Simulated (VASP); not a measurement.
# Si in VASP: a series of runs

Runs on Si. Level: PBE+D3(BJ). Tasks: single point.

All numbers are computed with VASP 6.6.1; they aren't measurements. Logs are shortened: lines on timing, memory, paths and dates and some standing lists are left out, and cuts for length are marked.

## 1. The cell of the first run

The cell holds a slab with vacuum, 4 atoms: a = 3.848 Å, b = 3.848 Å, c = 18.442 Å, α = 90.00°, β = 90.00°, γ = 120.00°.

## 2. Single point, PBE+D3(BJ)

INCAR

```
PREC = Accurate
ENCUT = 520
EDIFF = 1E-6
ISMEAR = 0
SIGMA = 0.1
LREAL = F
LASPH = T
NELM = 80
ALGO = Normal
ISIF = 2
LWAVE = F
LCHARG = F
LDIPOL = T
IDIPOL = 3
DIPOL = 0.5 0.5 0.378
GGA = PE
IVDW = 12
NBANDS = 16
```

KPOINTS

```
regular mesh
0
Gamma
  9 9 1
```

POSCAR

```
Si
1.0
    3.8475254748      0.0000000000      0.0000000000
   -1.9237627374      3.3320548028      0.0000000000
    0.0000000000      0.0000000000     18.4415958287
Si
4
Direct
    0.3333333333      0.6666666667      0.2695427207
    0.6666666667      0.3333333333      0.2440135898
    0.0000000000      1.0000000000      0.5119728204
    0.3333333333      0.6666666667      0.4864436895
```

Potentials or basis: VASP PAW PBE potentials, release 64 (Si).

On the command line:

```console
$ cat potpaw_PBE.64/Si/POTCAR > POTCAR
$ mpirun -np 1 vasp_std > vasp.out
```

OUTCAR:

```text
PREC = Accurate
   ENCUT = 520
   EDIFF = 1E-6
   ISMEAR = 0
   LREAL = F
   LASPH = T
   NELM = 80
   ISIF = 2
   GGA = PE
   IVDW = 12
 IVDW          = 12

 ion  position               nearest neighbor table
   1  0.333  0.667  0.270-   2 2.27   2 2.27   2 2.27
   2  0.667  0.333  0.244-   1 2.27   1 2.27   1 2.27
   3  0.000  0.000  0.512-   4 2.27   4 2.27   4 2.27
   4  0.333  0.667  0.486-   3 2.27   3 2.27   3 2.27

  LATTYP: Found a hexagonal cell.
 ALAT       =     3.8475254748
 C/A-ratio  =     4.7931055816

  Lattice vectors:

 A1 = (   3.8475254748,   0.0000000000,   0.0000000000)
 A2 = (  -1.9237627374,   3.3320548028,   0.0000000000)
 A3 = (   0.0000000000,   0.0000000000,  18.4415958287)

Analysis of symmetry for initial positions (statically):
=====================================================================
 Subroutine PRICEL returns:
 Original cell was already a primitive cell.

 Routine SETGRP: Setting up the symmetry group for a
 hexagonal supercell.

 Subroutine GETGRP returns: Found 12 space group operations
 (whereof  6 operations were pure point group operations)
 out of a pool of 24 trial point group operations.

The static configuration has the point symmetry C_3v.
 The point group associated with its full space group is D_3d.

Analysis of symmetry for dynamics (positions and initial velocities):
=====================================================================
 Subroutine PRICEL returns:
 Original cell was already a primitive cell.

 Routine SETGRP: Setting up the symmetry group for a
 hexagonal supercell.

 Subroutine GETGRP returns: Found 12 space group operations
 (whereof  6 operations were pure point group operations)
 out of a pool of 24 trial point group operations.

The dynamic configuration has the point symmetry C_3v.
 The point group associated with its full space group is D_3d.

 Subroutine INISYM returns: Found 12 space group operations
 (whereof  6 operations are pure point group operations),
 and found     1 'primitive' translations

----------------------------------------------------------------------------------------

                                     Primitive cell

  volume of cell :     236.4243

  direct lattice vectors                    reciprocal lattice vectors
     3.847525475  0.000000000  0.000000000     0.259907311  0.150057556  0.000000000
    -1.923762737  3.332054803  0.000000000     0.000000000  0.300115112  0.000000000
     0.000000000  0.000000000 18.441595829     0.000000000  0.000000000  0.054225242

  length of vectors
     3.847525475  3.847525475 18.441595829     0.300115112  0.300115112  0.054225242

  position of ions in fractional coordinates (direct lattice)
     0.333333333  0.666666667  0.269542721
     0.666666667  0.333333333  0.244013590
     0.000000000  0.000000000  0.511972820
     0.333333333  0.666666667  0.486443689

  ion indices of the primitive-cell ions
   primitive index   ion index
                 1           1
                 2           2
                 3           3
                 4           4

----------------------------------------------------------------------------------------

 KPOINTS: regular mesh

Automatic generation of k-mesh.
 Grid dimensions read from file:
 generate k-points for:    9    9    1

 Generating k-lattice:

  Cartesian coordinates                     Fractional coordinates (reciprocal lattice)
     0.028878590  0.016673062  0.000000000     0.111111111  0.000000000  0.000000000
     0.000000000  0.033346124  0.000000000     0.000000000  0.111111111  0.000000000
     0.000000000  0.000000000  0.054225242     0.000000000  0.000000000  1.000000000

  Length of vectors
     0.033346124  0.033346124  0.054225242

  Shift w.r.t. Gamma in fractional coordinates (k-lattice)
     0.000000000  0.000000000  0.000000000

 Subroutine IBZKPT returns following result:
 ===========================================

 Found     12 irreducible k-points:

 Following reciprocal coordinates:
            Coordinates               Weight
  0.000000  0.000000  0.000000      1.000000
  0.111111  0.000000  0.000000      6.000000
  0.222222  0.000000  0.000000      6.000000
  0.333333  0.000000  0.000000      6.000000
  0.444444  0.000000  0.000000      6.000000
  0.111111  0.111111  0.000000      6.000000
  0.222222  0.111111  0.000000     12.000000
  0.333333  0.111111  0.000000     12.000000
  0.444444  0.111111  0.000000      6.000000
  0.222222  0.222222  0.000000      6.000000
  0.333333  0.222222  0.000000     12.000000
  0.333333  0.333333  0.000000      2.000000
   k-points           NKPTS =     12   k-points in BZ     NKDIM =     12   number of bands    NBANDS=     16
   number of dos      NEDOS =    301   number of ions     NIONS =      4
   total plane-waves  NPLWV = 126000
   dimension x,y,z NGX =    30 NGY =   30 NGZ =  140
   dimension x,y,z NGXF=    60 NGYF=   60 NGZF=  280
   ions per type =               4
   NGX,Y,Z   is equivalent  to a cutoff of  12.96, 12.96, 12.62 a.u.
   NGXF,Y,Z  is equivalent  to a cutoff of  25.93, 25.93, 25.24 a.u.
 SYSTEM =  unknown system
   PREC   = accura    normal or accurate (medium, high low for compatibility)
   ISTART =      0    job   : 0-new  1-cont  2-samecut
   ICHARG =      2    charge: 1-file 2-atom 10-const
   ISPIN  =      1    spin polarized calculation?
   LNONCOLLINEAR =      F non collinear calculations
   LSORBIT =      F    spin-orbit coupling
   LASPH  =      T    aspherical Exc in radial PAW
   ENCUT  =  520.0 eV  38.22 Ry    6.18 a.u.   7.15  7.15 34.29*2*pi/ulx,y,z
   NELM   =     80;   NELMIN=  2; NELMDL= -5     # of ELM steps
   EDIFF  = 0.1E-05   stopping-criterion for ELM
   LREAL  =      F    real-space projection
   EDIFFG = 0.1E-04   stopping-criterion for IOM
   NSW    =      0    number of steps for IOM
   IBRION =     -1    ionic relax: 0-MD 1-quasi-New 2-CG
   NFREE  =      0    steps in history (QN), initial steepest desc. (CG)
   ISIF   =      2    stress and relaxation
   ISYM   =      2    0-nonsym 1-usesym 2-fastsym
   POTIM  = 0.5000    time-step for ionic-motion
   TEBEG  =    0.0;   TEEND  =   0.0 temperature during run
   PSTRESS=    0.0 pullay stress
   NELECT =      16.0000    total number of electrons
   NUPDOWN=      -1.0000    fix difference up-down
   EMIN   =  10.00;   EMAX   =-10.00  energy-range for DOS
   EFERMI =   0.00;   METHOD = LEGACY
   ISMEAR =     0;   SIGMA  =   0.10  broadening in eV -4-tet -1-fermi 0-gaus
   EFERMI_NEDOS =   21; number of points for ismear=-14 and -15
   IALGO  =     38    algorithm
   IMIX   =      4    mixing-type and parameters
     AMIX     =   0.40;   BMIX     =  1.00
     AMIX_MAG =   1.60;   BMIX_MAG =  1.00
  volume/ion in A,a.u.               =      59.11       398.87
  Fermi-wavevector in a.u.,A,eV,Ry     =   0.667141  1.260713  6.055637  0.445077
  Thomas-Fermi vector in A             =   1.741657
   LORBIT       =      0    0 simple, 1 ext, 2 COOP (PROOUT), +10 PAW based schemes
   GGA     = PE    functional components
   LHFCALC =     F    Hartree Fock is set to
   AEXX    =    0.0000 exact exchange contribution
   IVDW    =    12    specifies the selected vdW correction
   LEPSILON=     F    determine dielectric tensor
   LRPA    =     F    only Hartree local field effects (RPA)
 non-spin polarized calculation
 Gauss-broadening in eV      SIGMA  =   0.10
  energy-cutoff  :      520.00
  volume of cell :      236.42
 maximum number of plane-waves:      6399
 NGX is ok and might be reduce to    30
   NGX = 15   NGY = 15   NGZ = 69

 dipolmoment           0.000000      0.000000      0.000012 electrons x Angstroem

 number of electron      16.0000002 magnetization

 dipolmoment           0.000000      0.000000     -0.000006 electrons x Angstroem

 Free energy of the ion-electron system (eV)
  ---------------------------------------------------
  ext. energy  EPLUGINS =         0.00000000
  ---------------------------------------------------
  free energy    TOTEN  =       -19.20314467 eV

  energy without entropy =      -19.20035855  energy(sigma->0) =      -19.20175161

 E-fermi :  -1.0091     XC(G=0):  -4.2326

 val. band max:       -1.0091169771   @ k =   0.3333   0.3333   0.0000
 cond. band min:      -1.0090935925   @ k =   0.3333   0.3333   0.0000
 fundamental gap:      0.0000233846
 Fermi energy:        -1.0091052848

 k-point     1 :       0.0000    0.0000    0.0000
  band No.  band energies     occupation
      1     -12.1555      2.00000
      2     -12.0616      2.00000
      3      -4.6260      2.00000
      4      -3.7819      2.00000
      5      -2.2082      2.00000
      6      -2.2082      2.00000
[... 8 lines left out ...]
     15       2.0399      0.00000
     16       2.5636      0.00000

 k-point     2 :       0.1111    0.0000    0.0000
  band No.  band energies     occupation
      1     -12.0098      2.00000
      2     -11.9163      2.00000
      3      -4.5217      2.00000
      4      -3.7295      2.00000
      5      -3.1836      2.00000
      6      -3.0949      2.00000
[... 8 lines left out ...]
     15       2.5755      0.00000
     16       2.6600      0.00000

 k-point     3 :       0.2222    0.0000    0.0000
  band No.  band energies     occupation
      1     -11.5788      2.00000
      2     -11.4865      2.00000
      3      -5.0843      2.00000
      4      -4.9717      2.00000
      5      -3.9149      2.00000
      6      -3.1588      2.00000
[... 8 lines left out ...]
     15       3.8314      0.00000
     16       3.8813      0.00000
[... 134 lines left out ...]
 k-point    11 :       0.3333    0.2222    0.0000
  band No.  band energies     occupation
      1      -9.6558      2.00000
      2      -9.5797      2.00000
      3      -8.0950      2.00000
      4      -8.0406      2.00000
      5      -5.0708      2.00000
      6      -5.0428      2.00000
[... 8 lines left out ...]
     15       4.7220      0.00000
     16       5.1040      0.00000

 k-point    12 :       0.3333    0.3333    0.0000
  band No.  band energies     occupation
      1      -8.8828      2.00000
      2      -8.8091      2.00000
      3      -8.8091      2.00000
      4      -8.7615      2.00000
      5      -5.4684      2.00000
      6      -5.4684      2.00000
[... 8 lines left out ...]
     15       5.0499      0.00000
     16       5.3421      0.00000

------------------------ aborting loop because EDIFF is reached ----------------------------------------

 vacuum level on the upper side and lower side of the slab       (xc-potential included)        -0.173        -0.177

 Edisp (eV)   -0.96147

 E8    (eV) :    -0.4076

  FORCE on cell =-STRESS in cart. coord.  units (eV):
  Direction    XX          YY          ZZ          XY          YZ          ZX
  --------------------------------------------------------------------------------------
  -------------------------------------------------------------------------------------
  Total      -0.06979    -0.06979    -1.12282     0.00000     0.00000    -0.00000
  in kB      -0.47292    -0.47292    -7.60899     0.00000     0.00000    -0.00000
  external pressure =       -2.85 kB  Pullay stress =        0.00 kB

 VOLUME and BASIS-vectors are now :
 -----------------------------------------------------------------------------
  energy-cutoff  :      520.00
  volume of cell :      236.42
      direct lattice vectors                 reciprocal lattice vectors
     3.847525475  0.000000000  0.000000000     0.259907311  0.150057556  0.000000000
    -1.923762737  3.332054803  0.000000000     0.000000000  0.300115112  0.000000000
     0.000000000  0.000000000 18.441595829     0.000000000  0.000000000  0.054225242

 POSITION                                       TOTAL-FORCE (eV/Angst)
 -----------------------------------------------------------------------------------
     -0.00000      2.22137      4.97080        -0.000000      0.000000      0.237960
      1.92376      1.11068      4.50000         0.000000      0.000000      0.029872
      0.00000      0.00000      9.44160        -0.000000     -0.000000     -0.029872
     -0.00000      2.22137      8.97080         0.000000     -0.000000     -0.237960
 -----------------------------------------------------------------------------------
    total drift:                               -0.000000      0.000000     -0.000069

  FREE ENERGIE OF THE ION-ELECTRON SYSTEM (eV)
  ---------------------------------------------------
  free  energy   TOTEN  =       -20.1646176535 eV

  energy  without entropy=      -20.1618315321  energy(sigma->0) =      -20.16322459

 vacuum level on the upper side and lower side of the slab         3.495         3.495
```

Run time: 66 s. Hardware: 1 thread of Intel Xeon Platinum 8488C (Sapphire Rapids), shared host; peak memory 0.34 GiB.

What came out:

- Free energy: -20.1646 eV
- Largest force: 0.238 eV/Å
- Band gap on the k mesh: zero (filled and empty bands touch)
- Dispersion energy per atom: -0.240 eV

Forces on the atoms (eV/Å):
```
Si   0.000  0.000  0.238
Si   0.000  0.000  0.030
Si   0.000  0.000 -0.030
Si   0.000  0.000 -0.238
```

## 3. Single point, PBE+D3(BJ)

INCAR

```
ALGO = Normal
DIPOL = 0.5 0.5 0.378
EDIFF = 1E-7
ENCUT = 520
GGA = PE
IDIPOL = 3
ISIF = 2
ISMEAR = 0
IVDW = 12
LASPH = True
LCHARG = False
LDIPOL = True
LREAL = False
LWAVE = False
NBANDS = 16
NELM = 60
PREC = Accurate
SIGMA = 0.1
```

KPOINTS

```
k-points
0
Gamma
  9 9 1
```

Changes to POSCAR since step 2:

```diff
@@ -10,3 +10,3 @@
     0.6666666667      0.3333333333      0.2440135898
-    0.0000000000      1.0000000000      0.5119728204
-    0.3333333333      0.6666666667      0.4864436895
+    0.3333333333      1.6666666667      0.5119728204
+    0.6666666667      1.3333333333      0.4864436895
```

Potentials or basis: VASP PAW PBE potentials, release 64 (Si).

On the command line:

```console
$ cat potpaw_PBE.64/Si/POTCAR > POTCAR
$ mpirun -np 1 vasp_std > vasp.out
```

It took 70 s on 1 thread of Intel Xeon Platinum 8488C (Sapphire Rapids), shared host; peak memory 0.35 GiB.

The run converged. Its results:

```yaml
Free_energy: -20.0999 eV
Largest_force: 0.086 eV/Å
Band_gap_on_the_k_mesh: 0.60 eV, indirect (least direct gap 0.67 eV)
Dispersion_energy_per_atom: -0.241 eV
```

Forces on the atoms (eV/Å):
```
Si   0.000  0.000  0.086
Si   0.000  0.000  0.018
Si   0.000  0.000 -0.018
Si   0.000  0.000 -0.086
```

Levels at points of the mesh, in eV from the valence-band top:
```tsv
k point	band 4	band 5	band 6	band 7	band 8	band 9	band 10	band 11	band 12	band 13
(0.00, 0.00, 0.00)	-2.45	-0.87	-0.87	-0.82	-0.82	2.32	2.44	2.61	3.35	3.35
```

## 4. Single point, PBE+D3(BJ)

INCAR

```
ALGO = Normal
DIPOL = 0.5 0.5 0.378
EDIFF = 1E-6
ENCUT = 520
GGA = PE
IDIPOL = 3
ISIF = 2
ISMEAR = 0
IVDW = 12
LASPH = T
LCHARG = F
LDIPOL = T
LREAL = F
LWAVE = F
NBANDS = 16
NELM = 80
PREC = Accurate
SIGMA = 0.1
```

KPOINTS is that of step 3.

Changes to POSCAR since step 3:

```diff
@@ -10,3 +10,3 @@
     0.6666666667      0.3333333333      0.2440135898
-    0.3333333333      1.6666666667      0.5119728204
-    0.6666666667      1.3333333333      0.4864436895
+    0.6666666667      1.3333333333      0.5119728204
+    1.0000000000      1.0000000000      0.4864436895
```

On the command line:

```console
$ cat potpaw_PBE.64/Si/POTCAR > POTCAR
$ mpirun -np 1 vasp_std > vasp.out
```

Wall time 62 s (1 thread of Intel Xeon Platinum 8488C (Sapphire Rapids), shared host); peak memory 0.35 GiB.

The run converged. Its results:

```yaml
Free_energy: -20.1175 eV
Largest_force: 0.121 eV/Å
Band_gap_on_the_k_mesh: zero (filled and empty bands touch)
Dispersion_energy_per_atom: -0.241 eV
```

Forces in eV/Å, atoms in the order of the input:
```
Si   0.000  0.000  0.121
Si   0.000  0.000  0.054
Si   0.000  0.000 -0.054
Si   0.000  0.000 -0.121
```

Levels at points of the mesh, in eV from the Fermi level:
```csv
k point,band 6,band 7,band 8,band 9,band 10,band 11
"(0.00, 0.00, 0.00)",-1.16,-1.15,-1.15,2.06,2.12,2.25
```

## 5. Single point, PBE+D3(BJ)

INCAR

```
SYSTEM = Si
PREC = Accurate
ENCUT = 520
EDIFF = 1E-7
ISMEAR = 0
SIGMA = 0.1
LREAL = .FALSE.
LASPH = .TRUE.
NELM = 80
ALGO = Normal
ISIF = 2
LWAVE = .FALSE.
LCHARG = .FALSE.
LDIPOL = .TRUE.
IDIPOL = 3
DIPOL = 0.5 0.5 0.378
GGA = PE
IVDW = 12
NBANDS = 16
```

KPOINTS

```
Automatic mesh
0
G
  9 9 1
  0 0 0
```

Changes to POSCAR since step 4:

```diff
@@ -10,3 +10,3 @@
     0.6666666667      0.3333333333      0.2440135898
-    0.6666666667      1.3333333333      0.5119728204
-    1.0000000000      1.0000000000      0.4864436895
+    0.0000000000      1.0000000000      0.5119728204
+    0.3333333333      0.6666666667      0.4864436895
```

On the command line:

```console
$ cat potpaw_PBE.64/Si/POTCAR > POTCAR
$ mpirun -np 1 vasp_std > vasp.out
```

Run time: 60 s. Hardware: 1 thread of Intel Xeon Platinum 8488C (Sapphire Rapids), shared host; peak memory 0.35 GiB.

Results (log left out):

```
Free energy                : -20.1646 eV
Largest force              : 0.238 eV/Å
Band gap on the k mesh     : zero (filled and empty bands touch)
Dispersion energy per atom : -0.240 eV
```

Forces on the atoms (eV/Å):
```
Si   0.000  0.000  0.238
Si   0.000  0.000  0.030
Si   0.000  0.000 -0.030
Si   0.000  0.000 -0.238
```

Levels at points of the mesh, in eV from the Fermi level:
| k point | band 4 | band 5 | band 6 | band 7 | band 8 | band 9 | band 10 | band 11 | band 12 | band 13 |
| --- | --- | --- | --- | --- | --- | --- | --- | --- | --- | --- |
| (0.00, 0.00, 0.00) | -2.77 | -1.20 | -1.20 | -1.17 | -1.17 | 2.00 | 2.10 | 2.18 | 3.05 | 3.05 |

## 6. Single point, PBE+D3(BJ)

INCAR

```
  PREC = Accurate
  ENCUT = 400
  EDIFF = 1E-6
  ISMEAR = 0
  SIGMA = 0.1
  LREAL = F
  LASPH = T
  NELM = 120
  ALGO = Normal
  ISIF = 2
  LWAVE = F
  LCHARG = F
  LDIPOL = T
  IDIPOL = 3
  DIPOL = 0.5 0.5 0.378
  GGA = PE
  IVDW = 12
  NBANDS = 16
  ISYM = 0
  GGA_COMPAT = F
  NELMDL = -8
```

KPOINTS

```
Automatic mesh
0
Gamma
  9 9 1
  0.5 0.5 0
```

Changes to POSCAR since step 5:

```diff
@@ -10,3 +10,3 @@
     0.6666666667      0.3333333333      0.2440135898
-    0.0000000000      1.0000000000      0.5119728204
-    0.3333333333      0.6666666667      0.4864436895
+    0.6666666667      1.3333333333      0.5119728204
+    1.0000000000      1.0000000000      0.4864436895
```

Potentials or basis: VASP PAW PBE potentials, release 64 (Si).

On the command line:

```console
$ cat potpaw_PBE.64/Si/POTCAR > POTCAR
$ mpirun -np 1 vasp_std > vasp.out
```

It took 7.9 min on 1 thread of Intel Xeon Platinum 8259CL at 2.50GHz (Skylake/Cascade Lake), shared host; peak memory 0.43 GiB.

The run converged. Its results:

```
Free energy                : -20.1259 eV
Largest force              : 0.121 eV/Å
Band gap on the k mesh     : 0.51 eV, direct
Dispersion energy per atom : -0.241 eV
```

Forces on the atoms (eV/Å):
```
Si   0.000  0.000  0.121
Si   0.000  0.000  0.050
Si   0.000  0.000 -0.050
Si   0.000  0.000 -0.121
```

Levels at points of the mesh, in eV from the valence-band top:
| k point | band 4 | band 5 | band 6 | band 7 | band 8 | band 9 | band 10 | band 11 | band 12 | band 13 |
| --- | --- | --- | --- | --- | --- | --- | --- | --- | --- | --- |
| (0.50, 0.50, 0.00) | -6.91 | -2.38 | -2.32 | -0.95 | -0.70 | 0.62 | 1.11 | 1.46 | 1.46 | 5.35 |
| (0.50, 0.00, 0.00) | -6.91 | -2.38 | -2.32 | -0.95 | -0.70 | 0.62 | 1.11 | 1.46 | 1.46 | 5.35 |
| (0.00, 0.50, 0.00) | -6.91 | -2.38 | -2.32 | -0.95 | -0.70 | 0.62 | 1.11 | 1.46 | 1.46 | 5.35 |
